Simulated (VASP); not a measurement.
A run of VASP 6.6.1:

File INCAR:

```
ALGO     = Fast           # electronic algorithm
EDIFF    = 1E-7           # SCF threshold, eV
ENCUT    = 520            # plane-wave cutoff, eV
GGA      = PE             # functional
ISIF     = 2              # what is computed and relaxed
ISMEAR   = 0              # smearing method
LASPH    = T              # aspherical terms in the spheres
LCHARG   = F              # write CHGCAR
LREAL    = F              # projectors in reciprocal space
LWAVE    = F              # write WAVECAR
NBANDS   = 36             # bands
NELM     = 80             # most SCF steps
PREC     = Accurate       # precision mode
SIGMA    = 0.1            # smearing width, eV
```

The input KPOINTS:

```
k-points
0
Gamma
  8 8 8
```

Contents of POSCAR:

```
Ta4Cu
1.0
    4.8758761354      0.0000000000      0.0000000000
    0.0000000000      4.8758761354      0.0000000000
    0.0000000000      0.0000000000      4.8758761354
Ta Cu
4 1
Direct
    0.0000000000      0.5000000000      0.5000000000
    0.5000000000      0.0000000000      0.5000000000
    0.5000000000      0.5000000000      0.0000000000
    0.5000000000      0.5000000000      0.5000000000
    0.0000000000      0.0000000000      0.0000000000
```

Potentials or basis: VASP PAW PBE potentials, release 64 (Ta_pv, Cu).

Run with:

```bash
$ cat potpaw_PBE.64/Ta_pv/POTCAR potpaw_PBE.64/Cu/POTCAR > POTCAR
$ mpirun -np 1 vasp_std > vasp.out
```

Hardware: 1 thread of AMD EPYC 7R43 64-Core Processor (Zen 3), with other jobs on the host.

Problem. How long does it take, and how much memory?

Solution. It took 5.5 min on 1 thread of AMD EPYC 7R43 64-Core Processor (Zen 3), with other jobs on the host, peak memory 0.24 GiB. Counts: scf iterations 32, k points 35.
